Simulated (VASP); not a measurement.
# BAs (F-43m) in VASP: notebook, part 2 of 2

VASP 6.6.1. Earlier steps stand in the parts before.

**5. Single point, PBE**

INCAR reads:

```
SYSTEM = BAs
PREC = Accurate
ENCUT = 520
EDIFF = 1E-6
ISMEAR = 0
SIGMA = 0.03
LREAL = .FALSE.
LASPH = .TRUE.
NELM = 100
ALGO = Normal
ISIF = 2
LWAVE = .FALSE.
LCHARG = .FALSE.
GGA = PE
NBANDS = 11
```

KPOINTS reads:

```
regular mesh
0
G
  10 10 10
  0 0 0
```

POSCAR reads:

```
BAs
1.0
    0.0000000000      2.3885000000      2.3885000000
    2.3885000000      0.0000000000      2.3885000000
    2.3885000000      2.3885000000      0.0000000000
As B
1 1
Direct
    0.7500000000      0.7500000000      0.7500000000
    0.0000000000      0.0000000000      0.0000000000
```

Potentials or basis: VASP PAW PBE potentials, release 64 (As, B).

The run is started by

```
> cat potpaw_PBE.64/As/POTCAR potpaw_PBE.64/B/POTCAR > POTCAR
> mpirun -np 1 vasp_std > vasp.out
```

OUTCAR:

```text
SYSTEM = BAs
   PREC = Accurate
   ENCUT = 520
   EDIFF = 1E-6
   ISMEAR = 0
   LREAL = .FALSE.
   LASPH = .TRUE.
   NELM = 100
   ISIF = 2
   GGA = PE

 ion  position               nearest neighbor table
   1  0.750  0.750  0.750-   2 2.07   2 2.07   2 2.07   2 2.07
   2  0.000  0.000  0.000-   1 2.07   1 2.07   1 2.07   1 2.07

  LATTYP: Found a face centered cubic cell.
 ALAT       =     4.7770000000

  Lattice vectors:

 A1 = (   0.0000000000,   2.3885000000,   2.3885000000)
 A2 = (   2.3885000000,   0.0000000000,   2.3885000000)
 A3 = (   2.3885000000,   2.3885000000,   0.0000000000)

Analysis of symmetry for initial positions (statically):
=====================================================================
 Subroutine PRICEL returns:
 Original cell was already a primitive cell.

 Routine SETGRP: Setting up the symmetry group for a
 face centered cubic supercell.

 Subroutine GETGRP returns: Found 24 space group operations
 (whereof 24 operations were pure point group operations)
 out of a pool of 48 trial point group operations.

The static configuration has the point symmetry T_d .

Analysis of symmetry for dynamics (positions and initial velocities):
=====================================================================
 Subroutine PRICEL returns:
 Original cell was already a primitive cell.

 Routine SETGRP: Setting up the symmetry group for a
 face centered cubic supercell.

 Subroutine GETGRP returns: Found 24 space group operations
 (whereof 24 operations were pure point group operations)
 out of a pool of 48 trial point group operations.

The dynamic configuration has the point symmetry T_d .

 Subroutine INISYM returns: Found 24 space group operations
 (whereof 24 operations are pure point group operations),
 and found     1 'primitive' translations

----------------------------------------------------------------------------------------

                                     Primitive cell

  volume of cell :      27.2525

[... 112 lines left out ...]
   LORBIT       =      0    0 simple, 1 ext, 2 COOP (PROOUT), +10 PAW based schemes
   GGA     = PE    functional components
   LHFCALC =     F    Hartree Fock is set to
   AEXX    =    0.0000 exact exchange contribution
   IVDW    =     0    specifies the selected vdW correction
   LEPSILON=     F    determine dielectric tensor
   LRPA    =     F    only Hartree local field effects (RPA)
 non-spin polarized calculation
 Gauss-broadening in eV      SIGMA  =   0.03
  energy-cutoff  :      520.00
  volume of cell :       27.25
 maximum number of plane-waves:       754
 NGX is ok and might be reduce to    28
   NGX = 13   NGY = 13   NGZ = 13

 number of electron       8.0000000 magnetization

 Free energy of the ion-electron system (eV)
  ---------------------------------------------------
  ext. energy  EPLUGINS =         0.00000000
  ---------------------------------------------------
  free energy    TOTEN  =       -11.40640277 eV

  energy without entropy =      -11.40640277  energy(sigma->0) =      -11.40640277

 E-fermi :   6.3584     XC(G=0): -10.5843

 val. band max:        6.1263304018   @ k =   0.0000   0.0000   0.0000
 cond. band min:       7.3017620039   @ k =   0.4000   0.4000   0.0000
 fundamental gap:      1.1754316022
 Fermi energy:         6.3583929691

 k-point     1 :       0.0000    0.0000    0.0000
  band No.  band energies     occupation
      1      -9.2749      2.00000
      2       6.1263      2.00000
      3       6.1263      2.00000
      4       6.1263      2.00000
      5       9.4028      0.00000
      6       9.4028      0.00000
      7       9.4028      0.00000
      8      10.8131      0.00000
      9      15.7090      0.00000
     10      19.0768      0.00000
     11      19.0768      0.00000
[... 309 lines left out ...]
 k-point    24 :       0.4000    0.3000    0.0000
  band No.  band energies     occupation
      1      -6.6308      2.00000
      2      -0.3314      2.00000
      3       2.1499      2.00000
      4       2.6401      2.00000
      5       7.8225      0.00000
      6       9.5221      0.00000
      7      14.9620      0.00000
      8      15.1948      0.00000
      9      18.1795      0.00000
     10      21.9433      0.00000
     11      21.9978      0.00000

 [... further k-points ...]
[... 5 lines left out ...]
  --------------------------------------------------------------------------------------
  -------------------------------------------------------------------------------------
  Total        0.5824743      0.5824743      0.5824743     -0.0000000     -0.0000000      0.0000000
  in kB       34.2437714     34.2437714     34.2437714     -0.0000000     -0.0000000      0.0000000
  external PRESSURE =      34.2437714 kB  Pullay stress =       0.0000000 kB

 VOLUME and BASIS-vectors are now :
 -----------------------------------------------------------------------------
  energy-cutoff  :      520.00
  volume of cell :       27.25
      direct lattice vectors                 reciprocal lattice vectors
     0.000000000  2.388500000  2.388500000    -0.209336404  0.209336404  0.209336404
     2.388500000  0.000000000  2.388500000     0.209336404 -0.209336404  0.209336404
     2.388500000  2.388500000  0.000000000     0.209336404  0.209336404 -0.209336404

 POSITION                                       TOTAL-FORCE (eV/Angst)
 -----------------------------------------------------------------------------------
      3.58275      3.58275      3.58275         0.000000      0.000000      0.000000
      0.00000      0.00000      0.00000        -0.000000     -0.000000     -0.000000
 -----------------------------------------------------------------------------------
    total drift:                                0.000000      0.000000      0.000000

  FREE ENERGIE OF THE ION-ELECTRON SYSTEM (eV)
  ---------------------------------------------------
  free  energy   TOTEN  =       -11.4064027661 eV

  energy  without entropy=      -11.4064027661  energy(sigma->0) =      -11.40640277
```

Run time: 18 s. Hardware: 1 thread of Intel Xeon Platinum 8488C (Sapphire Rapids), shared host; peak memory 0.16 GiB.

What came out:

```yaml
Free_energy: -11.4064 eV
Pressure: 3.4 GPa
Band_gap_on_the_k_mesh: 1.18 eV, indirect (least direct gap 3.28 eV)
```

Levels at points of the mesh, in eV from the valence-band top:
| k point | band 1 | band 2 | band 3 | band 4 | band 5 | band 6 | band 7 | band 8 | band 9 |
| --- | --- | --- | --- | --- | --- | --- | --- | --- | --- |
| (0.00, 0.00, 0.00) | -15.40 | 0.00 | 0.00 | 0.00 | 3.28 | 3.28 | 3.28 | 4.69 | 9.58 |
| (0.50, 0.00, 0.00) | -12.53 | -8.79 | -1.82 | -1.82 | 2.69 | 4.78 | 4.78 | 8.86 | 12.72 |
| (0.50, 0.50, 0.00) | -11.21 | -8.53 | -4.08 | -4.08 | 1.43 | 1.44 | 11.37 | 11.37 | 12.86 |

A k mesh can miss the band edges. As with any semilocal functional, this PBE gap is likely too small.

**6. Summary**

```csv
task,level,potentials or basis,cell,cutoff (eV),smearing,gap on the mesh (eV),pressure (GPa)
relaxation of cell and atoms,revPBE,"VASP PAW PBE potentials, release 64 (As, B)","relaxed from a = 3.378 Å, angles 60.0°, 2 atoms",600,fermi-dirac 0.05 eV,1.24,0.0
single point,RPBE+D4,"VASP PAW PBE potentials, release 64 (As, B)","a = 3.338 Å, angles 60.0°, 2 atoms",520,fermi-dirac 0.05 eV,1.17,0.7
single point,LDA,"VASP PAW LDA potentials, release 64 (As, B)","a = 3.378 Å, angles 60.0°, 2 atoms",520,fermi-dirac 0.05 eV,1.12,-3.1
single point,PBE,"VASP PAW PBE potentials, release 64 (As, B)","a = 3.378 Å, angles 60.0°, 2 atoms",520,gaussian 0.03 eV,1.18,3.4
```

Alike in all rows: no spin polarisation; k mesh 10 × 10 × 10.

Caveats: the PAW data sets were made with another functional, which shifts forces and pressure a little (some runs).

Absolute energies hang on the potentials; compare differences alone.
